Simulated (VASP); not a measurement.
# MgS in VASP: single point with PBE

Aim: the single point of MgS with PBE.

Program: VASP 6.6.1. These are calculated values, not measurements. Logs are shortened: lines on timing, memory, paths and dates and some standing lists are left out, and cuts for length are marked.

## Step 1: The cell of the first run

The cell holds a slab with vacuum, 12 atoms: a = 3.679 Å, b = 5.203 Å, c = 26.198 Å, α = 90.00°, β = 90.00°, γ = 90.00°.

## Step 2: Single point, PBE

Contents of INCAR:

```
PREC = Accurate
ENCUT = 520
EDIFF = 1E-6
ISMEAR = 0
SIGMA = 0.05
LREAL = False
LASPH = True
NELM = 100
ALGO = Normal
ISIF = 2
LWAVE = False
LCHARG = False
LDIPOL = True
IDIPOL = 3
DIPOL = 0.5 0.5 0.500
GGA = PE
NBANDS = 36
```

Contents of KPOINTS:

```
regular mesh
0
Gamma
  7 5 1
```

Contents of POSCAR:

```
MgS
1.0
    3.6792887100      0.0000000000      0.0000000000
    0.0000000000      5.2033000000      0.0000000000
    0.0000000000      0.0000000000     26.1982215676
Mg S
6 6
Direct
    0.5000000000      0.5000000000      0.3244495043
    0.0000000000      0.0000000000      0.3946696984
    0.5000000000      0.5000000000      0.4648899029
    0.0000000000      0.0000000000      0.5325817710
    0.5000000000      0.5000000000      0.6128359230
    0.0000000000      0.0000000000      0.6672565923
    0.5000000000      0.0000000000      0.3244495043
    0.0000000000      0.5000000000      0.3946696984
    0.5000000000      0.0000000000      0.4648899029
    0.0000000000      0.5000000000      0.5351805062
    0.5000000000      0.0000000000      0.6054721575
    0.0000000000      0.5000000000      0.6791595042
```

Potentials or basis: VASP PAW PBE potentials, release 64 (Mg, S).

Started as:

```bash
$ cat potpaw_PBE.64/Mg/POTCAR potpaw_PBE.64/S/POTCAR > POTCAR
$ mpirun -np 1 vasp_std > vasp.out
```

OUTCAR:

```text
PREC = Accurate
   ENCUT = 520
   EDIFF = 1E-6
   ISMEAR = 0
   LREAL = False
   LASPH = True
   NELM = 100
   ISIF = 2
   GGA = PE

 ion  position               nearest neighbor table
   1  0.500  0.500  0.324-   8 2.60   8 2.60   7 2.60   7 2.60
   2  0.000  0.000  0.395-   7 2.60   7 2.60   8 2.60   8 2.60   9 2.60   9 2.60   4 3.61
   3  0.500  0.500  0.465-   9 2.60   9 2.60   8 2.60   8 2.60  10 2.60  10 2.60   4 3.65   4 3.65
                             4 3.65   4 3.65
   4  0.000  0.000  0.533-   9 2.56   9 2.56  10 2.60  10 2.60  11 2.65  11 2.65   6 3.53   2 3.61
                             3 3.65   3 3.65   3 3.65   3 3.65
   5  0.500  0.500  0.613-  12 2.53  12 2.53  11 2.61  11 2.61  10 2.74  10 2.74   6 3.49   6 3.49
                             6 3.49   6 3.49
   6  0.000  0.000  0.667-  11 2.45  11 2.45  12 2.62  12 2.62   5 3.49   5 3.49   5 3.49   5 3.49
                             4 3.53
   7  0.500  0.000  0.324-   2 2.60   2 2.60   1 2.60   1 2.60
   8  0.000  0.500  0.395-   1 2.60   1 2.60   2 2.60   2 2.60   3 2.60   3 2.60
   9  0.500  0.000  0.465-   4 2.56   4 2.56   3 2.60   3 2.60   2 2.60   2 2.60
  10  0.000  0.500  0.535-   4 2.60   4 2.60   3 2.60   3 2.60   5 2.74   5 2.74
  11  0.500  0.000  0.605-   6 2.45   6 2.45   5 2.61   5 2.61   4 2.65   4 2.65
  12  0.000  0.500  0.679-   5 2.53   5 2.53   6 2.62   6 2.62

  LATTYP: Found a simple orthorhombic cell.
 ALAT       =     3.6792887100
 B/A-ratio  =     1.4142135641
 C/A-ratio  =     7.1204582278

  Lattice vectors:

 A1 = (   3.6792887100,   0.0000000000,   0.0000000000)
 A2 = (   0.0000000000,   5.2033000000,   0.0000000000)
 A3 = (   0.0000000000,   0.0000000000,  26.1982215676)

Analysis of symmetry for initial positions (statically):
=====================================================================
 Subroutine PRICEL returns:
 Original cell was already a primitive cell.

 Routine SETGRP: Setting up the symmetry group for a
 simple orthorhombic supercell.

 Subroutine GETGRP returns: Found  4 space group operations
 (whereof  4 operations were pure point group operations)
 out of a pool of  8 trial point group operations.

The static configuration has the point symmetry C_2v.

Analysis of symmetry for dynamics (positions and initial velocities):
=====================================================================
 Subroutine PRICEL returns:
 Original cell was already a primitive cell.

 Routine SETGRP: Setting up the symmetry group for a
 simple orthorhombic supercell.

 Subroutine GETGRP returns: Found  4 space group operations
 (whereof  4 operations were pure point group operations)
 out of a pool of  8 trial point group operations.

The dynamic configuration has the point symmetry C_2v.

 Subroutine INISYM returns: Found  4 space group operations
 (whereof  4 operations are pure point group operations),
 and found     1 'primitive' translations

----------------------------------------------------------------------------------------

                                     Primitive cell

  volume of cell :     501.5504

  direct lattice vectors                    reciprocal lattice vectors
     3.679288710  0.000000000  0.000000000     0.271791664  0.000000000  0.000000000
     0.000000000  5.203300000  0.000000000     0.000000000  0.192185728  0.000000000
     0.000000000  0.000000000 26.198221568     0.000000000  0.000000000  0.038170530

  length of vectors
     3.679288710  5.203300000 26.198221568     0.271791664  0.192185728  0.038170530

  position of ions in fractional coordinates (direct lattice)
     0.500000000  0.500000000  0.324449504
     0.000000000  0.000000000  0.394669698
     0.500000000  0.500000000  0.464889903
     0.000000000  0.000000000  0.532581771
     0.500000000  0.500000000  0.612835923
     0.000000000  0.000000000  0.667256592
     0.500000000  0.000000000  0.324449504
     0.000000000  0.500000000  0.394669698
     0.500000000  0.000000000  0.464889903
     0.000000000  0.500000000  0.535180506
     0.500000000  0.000000000  0.605472158
     0.000000000  0.500000000  0.679159504

  ion indices of the primitive-cell ions
   primitive index   ion index
                 1           1
                 2           2
                 3           3
                 4           4
                 5           5
                 6           6
[... 30 lines left out ...]

 Found     12 irreducible k-points:

 Following reciprocal coordinates:
            Coordinates               Weight
  0.000000  0.000000  0.000000      1.000000
  0.142857  0.000000  0.000000      2.000000
  0.285714  0.000000  0.000000      2.000000
  0.428571  0.000000  0.000000      2.000000
  0.000000  0.200000  0.000000      2.000000
  0.142857  0.200000  0.000000      4.000000
  0.285714  0.200000  0.000000      4.000000
  0.428571  0.200000  0.000000      4.000000
  0.000000  0.400000  0.000000      2.000000
  0.142857  0.400000  0.000000      4.000000
  0.285714  0.400000  0.000000      4.000000
  0.428571  0.400000  0.000000      4.000000
   k-points           NKPTS =     12   k-points in BZ     NKDIM =     12   number of bands    NBANDS=     36
   number of dos      NEDOS =    301   number of ions     NIONS =     12
   total plane-waves  NPLWV = 219520
   dimension x,y,z NGX =    28 NGY =   40 NGZ =  196
   dimension x,y,z NGXF=    56 NGYF=   80 NGZF=  392
   ions per type =               6   6
   NGX,Y,Z   is equivalent  to a cutoff of  12.65, 12.78, 12.44 a.u.
   NGXF,Y,Z  is equivalent  to a cutoff of  25.30, 25.56, 24.88 a.u.
 SYSTEM =  unknown system
   PREC   = accura    normal or accurate (medium, high low for compatibility)
   ISTART =      0    job   : 0-new  1-cont  2-samecut
   ICHARG =      2    charge: 1-file 2-atom 10-const
   ISPIN  =      1    spin polarized calculation?
   LNONCOLLINEAR =      F non collinear calculations
   LSORBIT =      F    spin-orbit coupling
   LASPH  =      T    aspherical Exc in radial PAW
   ENCUT  =  520.0 eV  38.22 Ry    6.18 a.u.   6.84  9.67 48.71*2*pi/ulx,y,z
   NELM   =    100;   NELMIN=  2; NELMDL= -5     # of ELM steps
   EDIFF  = 0.1E-05   stopping-criterion for ELM
   LREAL  =      F    real-space projection
   EDIFFG = 0.1E-04   stopping-criterion for IOM
   NSW    =      0    number of steps for IOM
   IBRION =     -1    ionic relax: 0-MD 1-quasi-New 2-CG
   NFREE  =      0    steps in history (QN), initial steepest desc. (CG)
   ISIF   =      2    stress and relaxation
   ISYM   =      2    0-nonsym 1-usesym 2-fastsym
   POTIM  = 0.5000    time-step for ionic-motion
   TEBEG  =    0.0;   TEEND  =   0.0 temperature during run
   PSTRESS=    0.0 pullay stress
   NELECT =      48.0000    total number of electrons
   NUPDOWN=      -1.0000    fix difference up-down
   EMIN   =  10.00;   EMAX   =-10.00  energy-range for DOS
   EFERMI =   0.00;   METHOD = LEGACY
   ISMEAR =     0;   SIGMA  =   0.05  broadening in eV -4-tet -1-fermi 0-gaus
   EFERMI_NEDOS =   21; number of points for ismear=-14 and -15
   IALGO  =     38    algorithm
   IMIX   =      4    mixing-type and parameters
     AMIX     =   0.40;   BMIX     =  1.00
     AMIX_MAG =   1.60;   BMIX_MAG =  1.00
  volume/ion in A,a.u.               =      41.80       282.05
  Fermi-wavevector in a.u.,A,eV,Ry     =   0.748831  1.415085  7.629435  0.560748
  Thomas-Fermi vector in A             =   1.845210
   LORBIT       =      0    0 simple, 1 ext, 2 COOP (PROOUT), +10 PAW based schemes
   GGA     = PE    functional components
   LHFCALC =     F    Hartree Fock is set to
   AEXX    =    0.0000 exact exchange contribution
   IVDW    =     0    specifies the selected vdW correction
   LEPSILON=     F    determine dielectric tensor
   LRPA    =     F    only Hartree local field effects (RPA)
 non-spin polarized calculation
 Gauss-broadening in eV      SIGMA  =   0.05
  energy-cutoff  :      520.00
  volume of cell :      501.55
 maximum number of plane-waves:     13558
 NGX is ok and might be reduce to    28
   NGX = 13   NGY = 19   NGZ = 97

 dipolmoment           0.000000      0.000000     -0.000001 electrons x Angstroem

 number of electron      48.0000008 magnetization

 dipolmoment           0.000000      0.000000      0.063311 electrons x Angstroem

 Free energy of the ion-electron system (eV)
  ---------------------------------------------------
  ext. energy  EPLUGINS =         0.00000000
  ---------------------------------------------------
  free energy    TOTEN  =       -48.65825668 eV

  energy without entropy =      -48.65825668  energy(sigma->0) =      -48.65825668

 E-fermi :  -0.5676     XC(G=0):  -4.7024

 val. band max:       -0.8091362518   @ k =   0.0000   0.0000   0.0000
 cond. band min:       0.4533439474   @ k =   0.0000   0.0000   0.0000
 fundamental gap:      1.2624801992
 Fermi energy:        -0.5676062162

 k-point     1 :       0.0000    0.0000    0.0000
  band No.  band energies     occupation
      1     -13.9851      2.00000
      2     -13.6448      2.00000
      3     -12.9416      2.00000
      4     -12.3838      2.00000
      5     -12.0235      2.00000
      6     -11.9922      2.00000
[... 457 lines left out ...]
     35       5.4000      0.00000
     36       5.5373      0.00000

------------------------ aborting loop because EDIFF is reached ----------------------------------------

 vacuum level on the upper side and lower side of the slab       (xc-potential included)         0.146        -0.430

  FORCE on cell =-STRESS in cart. coord.  units (eV):
  Direction    XX          YY          ZZ          XY          YZ          ZX
  --------------------------------------------------------------------------------------
  -------------------------------------------------------------------------------------
  Total        4.0527102     -7.7060915     -1.1979031      0.0000000      0.0000000      0.0000000
  in kB       12.9461783    -24.6167208     -3.8266410      0.0000000      0.0000000      0.0000000
  external PRESSURE =      -5.1657278 kB  Pullay stress =       0.0000000 kB

 VOLUME and BASIS-vectors are now :
 -----------------------------------------------------------------------------
  energy-cutoff  :      520.00
  volume of cell :      501.55
      direct lattice vectors                 reciprocal lattice vectors
     3.679288710  0.000000000  0.000000000     0.271791664  0.000000000  0.000000000
     0.000000000  5.203300000  0.000000000     0.000000000  0.192185728  0.000000000
     0.000000000  0.000000000 26.198221568     0.000000000  0.000000000  0.038170530

 POSITION                                       TOTAL-FORCE (eV/Angst)
 -----------------------------------------------------------------------------------
      1.83964      2.60165      8.50000         0.000000      0.000000      1.059558
      0.00000      0.00000     10.33964         0.000000      0.000000     -0.654529
      1.83964      2.60165     12.17929         0.000000      0.000000      0.277994
      0.00000      0.00000     13.95270         0.000000      0.000000      0.010181
      1.83964      2.60165     16.05521         0.000000      0.000000      0.006822
      0.00000      0.00000     17.48094         0.000000      0.000000     -0.021753
      1.83964      0.00000      8.50000         0.000000      0.000000     -0.208325
      0.00000      2.60165     10.33964         0.000000      0.000000     -0.537998
      1.83964      0.00000     12.17929         0.000000      0.000000      0.079299
      0.00000      2.60165     14.02078         0.000000      0.000000      0.023570
      1.83964      0.00000     15.86229         0.000000      0.000000     -0.008740
      0.00000      2.60165     17.79277         0.000000      0.000000     -0.026081
 -----------------------------------------------------------------------------------
    total drift:                               -0.000000     -0.000000     -0.000331

  FREE ENERGIE OF THE ION-ELECTRON SYSTEM (eV)
  ---------------------------------------------------
  free  energy   TOTEN  =       -48.6582566799 eV

  energy  without entropy=      -48.6582566799  energy(sigma->0) =      -48.65825668

 vacuum level on the upper side and lower side of the slab         3.971         3.387
```

Wall time 5.2 min (1 thread of AMD EPYC 7R13 (Zen 3), shared host); peak memory 0.52 GiB.

Results:

```
Free energy            : -48.6583 eV
Largest force          : 1.060 eV/Å
Band gap on the k mesh : 1.26 eV, direct
```

Forces on the atoms (eV/Å):
```
Mg   0.000  0.000  1.060
Mg   0.000  0.000 -0.655
Mg   0.000  0.000  0.278
Mg   0.000  0.000  0.010
Mg   0.000  0.000  0.007
Mg   0.000  0.000 -0.022
S    0.000  0.000 -0.208
S    0.000  0.000 -0.538
S    0.000  0.000  0.079
S    0.000  0.000  0.024
S    0.000  0.000 -0.009
S    0.000  0.000 -0.026
```
